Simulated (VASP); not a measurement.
# Bi in VASP: notebook

Runs on Bi. Level: PBEsol. Tasks: single point.

All numbers are computed with VASP 6.6.1; they aren't measurements. Logs are shortened: lines on timing, memory, paths and dates and some standing lists are left out, and cuts for length are marked.

## (1) The cell of the first run

Symmetry: Im-3m, No. 229, cubic system. Conventional cell: a = 3.963 Å, b = 3.963 Å, c = 3.963 Å, α = 90.00°, β = 90.00°, γ = 90.00°. Within 4.5 Å of Bi (site symmetry m-3m) lie 14 Bi at 3.43 to 3.96 Å.

## (2) Single point, PBEsol

Contents of INCAR:

```
SYSTEM = Bi
PREC = Accurate
ENCUT = 520
EDIFF = 1E-6
ISMEAR = -1
SIGMA = 0.05
LREAL = .FALSE.
LASPH = .TRUE.
NELM = 80
ALGO = Normal
ISIF = 2
LWAVE = .FALSE.
LCHARG = .TRUE.
GGA = PS
LELF = .TRUE.
LVHAR = .TRUE.
NBANDS = 14
```

Contents of KPOINTS:

```
regular mesh
0
G
  8 8 8
  0 0 0
```

Contents of POSCAR:

```
Bi
1.0
   -1.9814305318      1.9814305318      1.9814305318
    1.9814305318     -1.9814305318      1.9814305318
    1.9814305318      1.9814305318     -1.9814305318
Bi
1
Direct
    0.0000000000      0.0000000000      0.0000000000
```

Potentials or basis: VASP PAW PBE potentials, release 64 (Bi_d).

Command:

```bash
$ cat potpaw_PBE.64/Bi_d/POTCAR > POTCAR
$ mpirun -np 1 vasp_std > vasp.out
```

OUTCAR:

```text
SYSTEM = Bi
   PREC = Accurate
   ENCUT = 520
   EDIFF = 1E-6
   ISMEAR = -1
   LREAL = .FALSE.
   LASPH = .TRUE.
   NELM = 80
   ISIF = 2
   GGA = PS

 ion  position               nearest neighbor table
   1  0.000  0.000  0.000-

  LATTYP: Found a body centered cubic cell.
 ALAT       =     3.9628610636

  Lattice vectors:

 A1 = (  -1.9814305318,   1.9814305318,   1.9814305318)
 A2 = (   1.9814305318,  -1.9814305318,   1.9814305318)
 A3 = (   1.9814305318,   1.9814305318,  -1.9814305318)

Analysis of symmetry for initial positions (statically):
=====================================================================
 Subroutine PRICEL returns:
 Original cell was already a primitive cell.

 Routine SETGRP: Setting up the symmetry group for a
 body centered cubic supercell.

 Subroutine GETGRP returns: Found 48 space group operations
[... 9 lines left out ...]

 Routine SETGRP: Setting up the symmetry group for a
 body centered cubic supercell.

 Subroutine GETGRP returns: Found 48 space group operations
[... 11 lines left out ...]
                                     Primitive cell

  volume of cell :      31.1169

  direct lattice vectors                    reciprocal lattice vectors
    -1.981430532  1.981430532  1.981430532     0.000000000  0.252342937  0.252342937
     1.981430532 -1.981430532  1.981430532     0.252342937  0.000000000  0.252342937
     1.981430532  1.981430532 -1.981430532     0.252342937  0.252342937  0.000000000

  length of vectors
     3.431938353  3.431938353  3.431938353     0.356866804  0.356866804  0.356866804

  position of ions in fractional coordinates (direct lattice)
     0.000000000  0.000000000  0.000000000

  ion indices of the primitive-cell ions
   primitive index   ion index
                 1           1

----------------------------------------------------------------------------------------

 KPOINTS: regular mesh

Automatic generation of k-mesh.
 Grid dimensions read from file:
 generate k-points for:    8    8    8

 Generating k-lattice:

  Cartesian coordinates                     Fractional coordinates (reciprocal lattice)
     0.000000000  0.031542867  0.031542867     0.125000000  0.000000000  0.000000000
     0.031542867  0.000000000  0.031542867     0.000000000  0.125000000  0.000000000
     0.031542867  0.031542867  0.000000000     0.000000000  0.000000000  0.125000000

  Length of vectors
     0.044608350  0.044608350  0.044608350

  Shift w.r.t. Gamma in fractional coordinates (k-lattice)
     0.000000000  0.000000000  0.000000000

 Subroutine IBZKPT returns following result:
 ===========================================

 Found     29 irreducible k-points:

 Following reciprocal coordinates:
            Coordinates               Weight
  0.000000  0.000000  0.000000      1.000000
  0.125000  0.000000  0.000000     12.000000
  0.250000  0.000000  0.000000     12.000000
  0.375000  0.000000  0.000000     12.000000
  0.500000  0.000000  0.000000      6.000000
  0.125000  0.125000  0.000000     24.000000
[... 16 lines left out ...]
 -0.250000  0.250000  0.250000      6.000000
 -0.375000  0.375000  0.250000     24.000000
 [... further k-points ...]
   k-points           NKPTS =     29   k-points in BZ     NKDIM =     29   number of bands    NBANDS=     14
   number of dos      NEDOS =    301   number of ions     NIONS =      1
   total plane-waves  NPLWV =  21952
   dimension x,y,z NGX =    28 NGY =   28 NGZ =   28
   dimension x,y,z NGXF=    56 NGYF=   56 NGZF=   56
   ions per type =               1
   NGX,Y,Z   is equivalent  to a cutoff of  13.56, 13.56, 13.56 a.u.
   NGXF,Y,Z  is equivalent  to a cutoff of  27.13, 27.13, 27.13 a.u.
 SYSTEM =  Bi
   PREC   = accura    normal or accurate (medium, high low for compatibility)
   ISTART =      0    job   : 0-new  1-cont  2-samecut
   ICHARG =      2    charge: 1-file 2-atom 10-const
   ISPIN  =      1    spin polarized calculation?
   LNONCOLLINEAR =      F non collinear calculations
   LSORBIT =      F    spin-orbit coupling
   LASPH  =      T    aspherical Exc in radial PAW
   ENCUT  =  520.0 eV  38.22 Ry    6.18 a.u.   6.38  6.38  6.38*2*pi/ulx,y,z
   NELM   =     80;   NELMIN=  2; NELMDL= -5     # of ELM steps
   EDIFF  = 0.1E-05   stopping-criterion for ELM
   LREAL  =      F    real-space projection
   EDIFFG = 0.1E-04   stopping-criterion for IOM
   NSW    =      0    number of steps for IOM
   IBRION =     -1    ionic relax: 0-MD 1-quasi-New 2-CG
[... 8 lines left out ...]
   EMIN   =  10.00;   EMAX   =-10.00  energy-range for DOS
   EFERMI =   0.00;   METHOD = LEGACY
   ISMEAR =    -1;   SIGMA  =   0.05  broadening in eV -4-tet -1-fermi 0-gaus
   EFERMI_NEDOS =   21; number of points for ismear=-14 and -15
   IALGO  =     38    algorithm
   IMIX   =      4    mixing-type and parameters
     AMIX     =   0.40;   BMIX     =  1.00
     AMIX_MAG =   1.60;   BMIX_MAG =  1.00
  volume/ion in A,a.u.               =      31.12       209.99
  Fermi-wavevector in a.u.,A,eV,Ry     =   1.283630  2.425708 22.418388  1.647705
  Thomas-Fermi vector in A             =   2.415871
   LORBIT       =      0    0 simple, 1 ext, 2 COOP (PROOUT), +10 PAW based schemes
   GGA     = PS    functional components
   LHFCALC =     F    Hartree Fock is set to
   AEXX    =    0.0000 exact exchange contribution
   IVDW    =     0    specifies the selected vdW correction
   LEPSILON=     F    determine dielectric tensor
   LRPA    =     F    only Hartree local field effects (RPA)
 non-spin polarized calculation
  energy-cutoff  :      520.00
  volume of cell :       31.12
 maximum number of plane-waves:       887
 NGX is ok and might be reduce to    28
   NGX = 13   NGY = 13   NGZ = 13

 number of electron      14.9999994 magnetization

 Free energy of the ion-electron system (eV)
  ---------------------------------------------------
  ext. energy  EPLUGINS =         0.00000000
  ---------------------------------------------------
  free energy    TOTEN  =        -4.18737352 eV

  energy without entropy =       -4.18097136  energy(sigma->0) =       -4.18417244

 E-fermi :   7.7908     XC(G=0): -10.4408

 val. band max:        7.7777874125   @ k =  -0.2500   0.3750   0.1250
 cond. band min:       8.0609567587   @ k =   0.3750   0.1250   0.0000
 fundamental gap:      0.2831693461
 Fermi energy:         7.7908445468

 k-point     1 :       0.0000    0.0000    0.0000
  band No.  band energies     occupation
      1     -15.2118      2.00000
      2     -15.2118      2.00000
      3     -15.2118      2.00000
      4     -15.0821      2.00000
      5     -15.0821      2.00000
      6      -5.7889      2.00000
      7      12.8598      0.00000
      8      12.8598      0.00000
      9      12.8598      0.00000
     10      16.8441      0.00000
     11      18.2220      0.00000
     12      18.2220      0.00000
     13      18.2220      0.00000
     14      19.4378      0.00000

 k-point     2 :       0.1250    0.0000    0.0000
  band No.  band energies     occupation
      1     -15.2176      2.00000
      2     -15.2019      2.00000
      3     -15.1812      2.00000
      4     -15.0887      2.00000
      5     -15.0831      2.00000
      6      -5.5050      2.00000
      7      10.4633      0.00000
      8      12.0779      0.00000
      9      12.6053      0.00000
     10      16.3322      0.00000
     11      17.1727      0.00000
     12      17.9435      0.00000
     13      18.6333      0.00000
     14      20.5456      0.00000

 k-point     3 :       0.2500    0.0000    0.0000
  band No.  band energies     occupation
      1     -15.2317      2.00000
      2     -15.1850      2.00000
      3     -15.1065      2.00000
      4     -15.0990      2.00000
      5     -15.0858      2.00000
      6      -4.6823      2.00000
      7       6.9693      2.00000
      8      10.7135      0.00000
      9      11.9875      0.00000
     10      14.8175      0.00000
     11      16.1380      0.00000
     12      18.2790      0.00000
     13      19.8427      0.00000
     14      23.0018      0.00000

 k-point     4 :       0.3750    0.0000    0.0000
  band No.  band energies     occupation
      1     -15.2458      2.00000
      2     -15.1839      2.00000
      3     -15.0950      2.00000
      4     -15.0884      2.00000
      5     -15.0304      2.00000
      6      -3.4951      2.00000
      7       4.0226      2.00000
      8       9.6875      0.00000
      9      11.4137      0.00000
     10      13.9699      0.00000
     11      15.5172      0.00000
     12      19.3472      0.00000
     13      20.7624      0.00000
     14      25.2928      0.00000

 k-point     5 :       0.5000    0.0000    0.0000
  band No.  band energies     occupation
      1     -15.2516      2.00000
      2     -15.1881      2.00000
      3     -15.0895      2.00000
      4     -15.0890      2.00000
      5     -14.9985      2.00000
      6      -2.7402      2.00000
      7       2.6637      2.00000
      8       9.3183      0.00000
      9      11.1920      0.00000
     10      13.6986      0.00000
     11      15.3119      0.00000
[... 276 lines left out ...]
 k-point    22 :       0.2500    0.2500    0.2500
  band No.  band energies     occupation
      1     -15.1417      2.00000
      2     -15.1417      2.00000
      3     -15.1417      2.00000
      4     -15.0887      2.00000
      5     -15.0887      2.00000
      6      -2.2058      2.00000
      7       5.4046      2.00000
      8       5.4046      2.00000
      9       5.4046      2.00000
     10      22.7105      0.00000
     11      22.7105      0.00000
     12      22.7105      0.00000
     13      24.4577      0.00000
     14      24.4592      0.00000

 k-point    23 :      -0.2500    0.2500    0.2500
  band No.  band energies     occupation
      1     -15.1512      2.00000
      2     -15.1284      2.00000
      3     -15.1284      2.00000
      4     -15.1148      2.00000
      5     -15.1122      2.00000
      6      -3.6348      2.00000
      7       6.8338      2.00000
      8       8.5759      0.00000
      9       8.5759      0.00000
     10      13.1768      0.00000
     11      19.6210      0.00000
     12      19.6210      0.00000
     13      19.9922      0.00000
     14      20.5989      0.00000

 k-point    24 :      -0.3750    0.3750    0.2500
  band No.  band energies     occupation
      1     -15.1751      2.00000
      2     -15.1423      2.00000
      3     -15.1324      2.00000
      4     -15.0907      2.00000
      5     -15.0415      2.00000
      6      -2.5490      2.00000
      7       4.9914      2.00000
      8       7.5990      1.95782
      9       8.1671      0.00108
     10      13.0722      0.00000
     11      17.1076      0.00000
     12      19.3287      0.00000
     13      19.3667      0.00000
     14      23.1237      0.00000

 [... further k-points ...]
[... 5 lines left out ...]
  --------------------------------------------------------------------------------------
  -------------------------------------------------------------------------------------
  Total       -0.4435584     -0.4435584     -0.4435584      0.0000000      0.0000000     -0.0000000
  in kB      -22.8383586    -22.8383586    -22.8383586      0.0000000      0.0000000     -0.0000000
  external PRESSURE =     -22.8383586 kB  Pullay stress =       0.0000000 kB

 VOLUME and BASIS-vectors are now :
 -----------------------------------------------------------------------------
  energy-cutoff  :      520.00
  volume of cell :       31.12
      direct lattice vectors                 reciprocal lattice vectors
    -1.981430532  1.981430532  1.981430532     0.000000000  0.252342937  0.252342937
     1.981430532 -1.981430532  1.981430532     0.252342937  0.000000000  0.252342937
     1.981430532  1.981430532 -1.981430532     0.252342937  0.252342937  0.000000000

 POSITION                                       TOTAL-FORCE (eV/Angst)
 -----------------------------------------------------------------------------------
      0.00000      0.00000      0.00000        -0.000000      0.000000      0.000000
 -----------------------------------------------------------------------------------
    total drift:                               -0.000000     -0.000000     -0.000000

  FREE ENERGIE OF THE ION-ELECTRON SYSTEM (eV)
  ---------------------------------------------------
  free  energy   TOTEN  =        -4.1873735179 eV

  energy  without entropy=       -4.1809713552  energy(sigma->0) =       -4.18417244
```

Run time: 7.4 s. Hardware: 1 thread of Intel Xeon Platinum 8488C (Sapphire Rapids), shared host; peak memory 0.16 GiB.

What came out:

| Quantity | Value |
| --- | --- |
| Free energy | -4.1874 eV |
| Pressure | -2.3 GPa |

Caveat: the PAW data sets were made with another functional, which shifts forces and pressure a little; spin-orbit coupling is left out, which moves the levels of the heavy elements.

## (3) Single point, PBEsol

This run uses another cell than the first one, of 29.87 Å³/atom, 0.960 times its volume.

Contents of INCAR:

```
SYSTEM = Bi
PREC     = Accurate       ! precision mode
ENCUT    = 520            ! plane-wave cutoff, eV
EDIFF    = 1E-6           ! SCF threshold, eV
ISMEAR   = -1             ! smearing method
SIGMA    = 0.05           ! smearing width, eV
LREAL    = .False.        ! projectors in reciprocal space
LASPH    = .True.         ! aspherical terms in the spheres
NELM     = 80             ! most SCF steps
ALGO     = Normal         ! electronic algorithm
ISIF     = 2              ! what is computed and relaxed
LWAVE    = .False.        ! write WAVECAR
LCHARG   = .False.        ! write CHGCAR
GGA      = PS             ! functional
NBANDS   = 14             ! bands
```

Contents of KPOINTS:

```
Automatic mesh
0
Gamma
  8 8 8
  0 0 0
```

Contents of POSCAR:

```
Bi
1.0
   -1.9814305318      1.9814305318      1.9021733105
    1.9814305318     -1.9814305318      1.9021733105
    1.9814305318      1.9814305318     -1.9021733105
Bi
1
Direct
    0.0000000000      0.0000000000      0.0000000000
```

Potentials or basis: VASP PAW PBE potentials, release 64 (Bi_d).

Command:

```bash
$ cat potpaw_PBE.64/Bi_d/POTCAR > POTCAR
$ mpirun -np 1 vasp_std > vasp.out
```

Wall time 12 s (1 thread of Intel Xeon Platinum 8488C (Sapphire Rapids), shared host); peak memory 0.16 GiB.

Results (log left out):

| Quantity | Value |
| --- | --- |
| Free energy | -4.1924 eV |
| Pressure | 0.0 GPa |

Stress tensor (GPa, compression positive):
```
-0.40  0.00  0.00
 0.00 -0.40  0.00
 0.00  0.00  0.87
```

Levels at points of the mesh, in eV from the Fermi level:
| k point | band 3 | band 4 | band 5 | band 6 | band 7 | band 8 | band 9 | band 10 | band 11 | band 12 |
| --- | --- | --- | --- | --- | --- | --- | --- | --- | --- | --- |
| (0.00, 0.00, 0.00) | -23.07 | -22.94 | -22.91 | -13.91 | 5.25 | 5.25 | 5.48 | 9.53 | 10.28 | 10.28 |
| (0.50, 0.00, 0.00) | -22.93 | -22.92 | -22.83 | -10.56 | -5.38 | 1.44 | 3.26 | 5.86 | 7.39 | 12.59 |
| (0.50, 0.50, 0.00) | -22.94 | -22.93 | -22.83 | -10.74 | -5.47 | 1.88 | 3.90 | 6.39 | 8.03 | 11.89 |
| (0.50, 0.50, 0.50) | -22.86 | -22.86 | -22.84 | -8.35 | -2.20 | -2.20 | -1.51 | 3.23 | 3.61 | 15.44 |

Caveat: the PAW data sets were made with another functional, which shifts forces and pressure a little; spin-orbit coupling is left out, which moves the levels of the heavy elements.
